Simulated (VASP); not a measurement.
# In4BiP3: single point with r2SCAN

Crystal: In4BiP3.

```
P In Bi
1.0
     6.23673    0.00000    0.00000
     0.00000    6.23673    0.00000
     0.00000    0.00000    6.23673
P In Bi
3 4 1
Direct
  0.50000 0.00000 0.00000
  0.00000 0.50000 0.00000
  0.00000 0.00000 0.50000
  0.23527 0.76473 0.76473
  0.76473 0.23527 0.76473
  0.76473 0.76473 0.23527
  0.23527 0.23527 0.23527
  0.50000 0.50000 0.50000
```

| Item | Value |
| --- | --- |
| Program | VASP 6.6.1 |
| Task | single point |
| Functional | r2SCAN |
| Potentials or basis | VASP PAW PBE potentials, release 64 (P, In_d, Bi_d) |
| Cutoff | 520 eV |
| k mesh | 4 × 4 × 4 |
| Occupations | fermi-dirac, width 0.02 eV |
| Spin | no spin polarisation |
| Dipole correction | no |
| Further INCAR settings | ALGO = Normal; EDIFF = 1e-06; NBANDS = 51 |

```yaml
Pressure: -3.0 GPa
Largest_force: 0.065 eV/Å
Band_gap_on_the_k_mesh: zero (filled and empty bands touch)
```

Forces on the atoms (eV/Å):
```
P    0.000  0.000  0.000
P    0.000  0.000  0.000
P    0.000  0.000  0.000
In   0.038 -0.038 -0.038
In  -0.038  0.038 -0.038
In  -0.038 -0.038  0.038
In   0.038  0.038  0.038
Bi   0.000  0.000  0.000
```

Levels at points of the mesh, in eV from the Fermi level:
```csv
k point,band 37,band 38,band 39,band 40,band 41,band 42,band 43,band 44,band 45,band 46
"(0.00, 0.00, 0.00)",-2.22,-2.22,-0.35,-0.01,-0.01,-0.01,1.31,2.02,2.02,2.02
"(0.50, 0.00, 0.00)",-2.50,-1.76,-1.76,-0.99,-0.99,2.00,2.16,2.67,2.99,3.84
"(0.50, 0.50, 0.00)",-2.37,-1.67,-1.27,-0.68,-0.68,2.23,2.23,2.67,2.93,4.01
"(0.50, 0.50, 0.50)",-1.26,-1.26,-0.42,-0.42,-0.42,0.87,0.87,0.87,1.29,4.46
```

Run time: 5.2 min on 1 thread of Intel(R) Xeon(R) Platinum 8375C CPU @ 2.90GHz (Ice Lake), on a shared host, peak memory 0.43 GiB.

Caveat: the PAW data sets were made with another functional, which shifts forces and pressure a little; spin-orbit coupling is left out, which moves the levels of the heavy elements.
